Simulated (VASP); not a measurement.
Write the native input for VASP 6.6.1 that does the following.

| Property | Result |
| --- | --- |
| Task | single point |
| Functional | r2SCAN |
| Dispersion | rVV10 |
| Potentials or basis | VASP PAW PBE potentials, release 64 (Pt, Se) |
| Cutoff | 520 eV |
| k mesh | 12 × 12 × 4 |
| Occupations | fermi-dirac, width 0.03 eV |
| Spin | no spin polarisation |
| Dipole correction | no |
| Further INCAR settings | ALGO = Normal; EDIFF = 1e-06; NBANDS = 31 |

Crystal: PtSe2.

```
Pt Se
1.0
     3.59715    0.00000    0.00000
    -1.79858    3.11522    0.00000
     0.00000    0.00000   11.25126
Pt Se
2 4
Direct
  0.33333 0.66667 0.25000
  0.66667 0.33333 0.75000
  0.66667 0.33333 0.38196
  0.66667 0.33333 0.11804
  0.33333 0.66667 0.88196
  0.33333 0.66667 0.61804
```

These files were run (other wordings do the same):

POSCAR

```
PtSe2
1.0
    3.5971505249      0.0000000000      0.0000000000
   -1.7985752624      3.1152237358      0.0000000000
    0.0000000000      0.0000000000     11.2512593122
Pt Se
2 4
Direct
    0.3333333333      0.6666666667      0.2500000000
    0.6666666667      0.3333333333      0.7500000000
    0.6666666667      0.3333333333      0.3819638021
    0.6666666667      0.3333333333      0.1180361979
    0.3333333333      0.6666666667      0.8819638021
    0.3333333333      0.6666666667      0.6180361979
```

INCAR.step1

```
SYSTEM = PtSe2
PREC = Accurate
ENCUT = 520
ISMEAR = -1
SIGMA = 0.03
LREAL = .FALSE.
LASPH = .TRUE.
NELM = 100
NBANDS = 31
GGA = PE
ALGO = Normal
EDIFF = 1E-4
LWAVE = .TRUE.
LCHARG = .FALSE.
```

INCAR.step2

```
SYSTEM = PtSe2
PREC = Accurate
ENCUT = 520
EDIFF = 1E-6
ISMEAR = -1
SIGMA = 0.03
LREAL = .FALSE.
LASPH = .TRUE.
NELM = 100
ALGO = Normal
ISIF = 2
LWAVE = .FALSE.
LCHARG = .TRUE.
METAGGA = R2SCAN
LMIXTAU = .TRUE.
LUSE_VDW = .TRUE.
IVDW_NL = 2
BPARAM = 11.95
CPARAM = 0.0093
LELF = .TRUE.
LVHAR = .TRUE.
NBANDS = 31
ISTART = 1
```

KPOINTS

```
regular mesh
0
G
  12 12 4
  0 0 0
```

Potentials or basis: VASP PAW PBE potentials, release 64 (Pt, Se).

Run with:

```console
$ cat potpaw_PBE.64/Pt/POTCAR potpaw_PBE.64/Se/POTCAR > POTCAR
$ cp INCAR.step1 INCAR
$ mpirun -np 1 vasp_std > vasp.out
$ cp INCAR.step2 INCAR
$ mpirun -np 1 vasp_std > vasp.out
```

Results of the run:

* Pressure: 0.4 GPa
* Largest force: 0.062 eV/Å
* Band gap on the k mesh: zero (band 22 reaches 6.27 eV, above the bottom of band 23 at 5.42 eV)

Caveat: the PAW data sets were made with another functional, which shifts forces and pressure a little; spin-orbit coupling is left out, which moves the levels of the heavy elements.

Run time: 9.7 min on 1 thread of Intel(R) Xeon(R) Platinum 8488C (Sapphire Rapids), on a shared host, peak memory 0.63 GiB.
